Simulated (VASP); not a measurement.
Wanted: the native input for a VASP 6.6.1 run.

- Task: single point
- Functional: r2SCAN
- Potentials or basis: VASP PAW PBE potentials, release 64 (Ta_sv_GW, N)
- Cutoff: 770 eV
- k mesh: 7 × 7 × 7
- Occupations: gaussian, width 0.05 eV
- Spin: collinear spin, zero start
- Starting moments: [0.0, 0.0] μB
- Hubbard terms: Ta d U = 3.0 eV
- Dipole correction: no
- Further INCAR settings: ALGO = Normal; EDIFF = 1e-06; NBANDS = 20

The system is TaN.

```
Ta N
1.0
     2.93800    0.00000    0.00000
    -1.46900    2.54438    0.00000
     0.00000    0.00000    2.88300
Ta N
1 1
Direct
  0.33333 0.66667 0.50000
  0.00000 0.00000 0.00000
```

One way to write it, as run:

POSCAR

```
TaN
1.0
    2.9380011100      0.0000000000      0.0000000000
   -1.4690005500      2.5443836000      0.0000000000
    0.0000000000      0.0000000000      2.8830022100
Ta N
1 1
Direct
    0.3333333333      0.6666666667      0.5000000000
    0.0000000000      0.0000000000      0.0000000000
```

INCAR.step1

```
PREC = Accurate
ENCUT = 770
ISMEAR = 0
SIGMA = 0.05
LREAL = F
LASPH = T
NELM = 200
ISPIN = 2
MAGMOM = 0 0
LMAXMIX = 4
LDAU = T
LDAUTYPE = 2
LDAUL = 2 -1
LDAUU = 3 0
LDAUJ = 0 0
NBANDS = 20
GGA = PE
ALGO = Normal
EDIFF = 1E-5
LWAVE = T
LCHARG = F
GGA_COMPAT = F
```

INCAR.step2

```
PREC = Accurate
ENCUT = 770
EDIFF = 1E-6
ISMEAR = 0
SIGMA = 0.05
LREAL = F
LASPH = T
NELM = 200
ALGO = Normal
ISIF = 2
LWAVE = F
LCHARG = F
ISPIN = 2
MAGMOM = 0 0
LORBIT = 11
LMAXMIX = 4
LDAU = T
LDAUTYPE = 2
LDAUL = 2 -1
LDAUU = 3 0
LDAUJ = 0 0
LDAUPRINT = 1
METAGGA = R2SCAN
LMIXTAU = T
NBANDS = 20
ISTART = 1
GGA_COMPAT = F
```

KPOINTS

```
Automatic mesh
0
Gamma
  7 7 7
```

Potentials or basis: VASP PAW PBE potentials, release 64 (Ta_sv_GW, N).

Run with:

```sh
$ cat potpaw_PBE.64/Ta_sv_GW/POTCAR potpaw_PBE.64/N/POTCAR > POTCAR
$ cp INCAR.step1 INCAR
$ mpirun -np 1 vasp_std > vasp.out
$ cp INCAR.step2 INCAR
$ mpirun -np 1 vasp_std > vasp.out
```

It gave:

| Quantity | Value |
| --- | --- |
| Pressure | 9.8 GPa |
| Band gap on the k mesh | zero (filled and empty bands touch) |
| Net moment | 0.00 μB per cell |
| Valence electrons inside the program's atomic spheres | Ta 11.11; N 3.78 |

Caveat: the cell stands under pressure; the PAW data sets were made with another functional, which shifts forces and pressure a little; spin-orbit coupling is left out, which moves the levels of the heavy elements.

It took 2.7 min on 1 thread of Intel(R) Xeon(R) Platinum 8488C (Sapphire Rapids) (shared host), peak memory 0.22 GiB.
